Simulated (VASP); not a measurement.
Here is a VASP 6.6.1 calculation.

Contents of POSCAR:

```
SiC
1.0
    2.1781700297      2.1781700297      0.0000000000
   -2.1781700297      2.1781700297      0.0000000000
    0.0000000000      2.1781700297      2.1781700297
Si C
1 1
Direct
    0.0000000000      0.0000000000      0.0000000000
    0.7500000000      0.2500000000      0.5000000000
```

Contents of INCAR.step1:

```
  PREC = Accurate
  ENCUT = 600
  ISMEAR = 0
  SIGMA = 0.01
  LREAL = False
  LASPH = True
  NELM = 100
  GGA = PE
  ALGO = Normal
  EDIFF = 1E-4
  LWAVE = True
  LCHARG = False
```

Contents of INCAR.step2:

```
  PREC = Accurate
  ENCUT = 600
  EDIFF = 1E-6
  ISMEAR = 0
  SIGMA = 0.01
  LREAL = False
  LASPH = True
  NELM = 100
  ALGO = Normal
  ISIF = 3
  LWAVE = False
  LCHARG = False
  METAGGA = R2SCAN
  LMIXTAU = True
  IBRION = 2
  NSW = 100
  EDIFFG = -0.002
  PSTRESS = 20.0
  ISTART = 1
```

Contents of KPOINTS:

```
regular mesh
0
Gamma
  10 10 10
```

Potentials or basis: VASP PAW PBE potentials, release 64 (Si, C).

The run is started by

```sh
$ cat potpaw_PBE.64/Si/POTCAR potpaw_PBE.64/C/POTCAR > POTCAR
$ cp INCAR.step1 INCAR
$ mpirun -np 1 vasp_std > vasp.out
$ cp INCAR.step2 INCAR
$ mpirun -np 1 vasp_std > vasp.out
```

Problem. What does it give for the band gap on the k mesh?

Solution. 1.72 eV (least direct gap 5.07 eV).

Problem. Estimate the relaxed cell.

Solution. a = 3.070 Å, b = 3.070 Å, c = 3.070 Å, α = 60.00°, β = 60.00°, γ = 90.00°.

Problem. Estimate the space group after relaxing (to 0.1 Å).

Solution. F-43m (No. 216).

Problem. Predict the relaxed volume.

Solution. 10.23 Å³/atom.

The path:
```
step  energy change (eV)  largest force (eV/Å)  pressure (GPa)  volume (Å³)
   1              0.0000                0.0000           -0.34        20.67
   2              0.0061                0.0000            4.82        20.22
   3              0.0011                0.0000            2.00        20.46
```

Caveat: the cell is relaxed towards a set pressure, so the run minimises the enthalpy, not the energy; the PAW data sets were made with another functional, which shifts forces and pressure a little. A k mesh can miss the band edges.
